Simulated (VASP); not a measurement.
Write the native input for VASP 6.6.1 that does the following.

* Task: single point
* Functional: PBE
* Potentials or basis: VASP PAW PBE potentials, release 64 (Mg, B)
* Cutoff: 520 eV
* k mesh: 6 × 6 × 4
* Occupations: gaussian, width 0.1 eV
* Spin: no spin polarisation
* Dipole correction: no
* Further INCAR settings: ALGO = Normal; EDIFF = 1e-06; NBANDS = 13

The structure of MgB lies in POSCAR:

```
MgB
1.0
    3.4157956178      0.0000000000      0.0000000000
   -1.7078978089      2.9581657792      0.0000000000
    0.0000000000      0.0000000000      5.4702788874
Mg B
2 2
Direct
    0.3333333333      0.6666666667      0.0000000000
    0.6666666667      0.3333333333      0.5000000000
    0.3333333333      0.6666666667      0.3821000000
    0.6666666667      0.3333333333      0.8821000000
```

These files were run (other wordings do the same):

INCAR

```
SYSTEM = MgB
ALGO = Normal
EDIFF = 1E-6
ENCUT = 520
GGA = PE
ISIF = 2
ISMEAR = 0
LASPH = .TRUE.
LCHARG = .FALSE.
LREAL = .FALSE.
LWAVE = .FALSE.
NBANDS = 13
NELM = 100
PREC = Accurate
SIGMA = 0.1
```

KPOINTS

```
k-points
0
G
  6 6 4
  0 0 0
```

Potentials or basis: VASP PAW PBE potentials, release 64 (Mg, B).

The run is started by

```console
$ cat potpaw_PBE.64/Mg/POTCAR potpaw_PBE.64/B/POTCAR > POTCAR
$ mpirun -np 1 vasp_std > vasp.out
```

It gave:

| Property | Result |
| --- | --- |
| Pressure | 29.6 GPa |
| Largest force | 0.100 eV/Å |
| Band gap on the k mesh | zero (bands 5 and 6 overlap by 3.86 eV) |

Caveat: the cell stands under pressure.

It took 16 s on 1 thread of Intel Xeon 8259CL (shared host), peak memory 0.17 GiB.
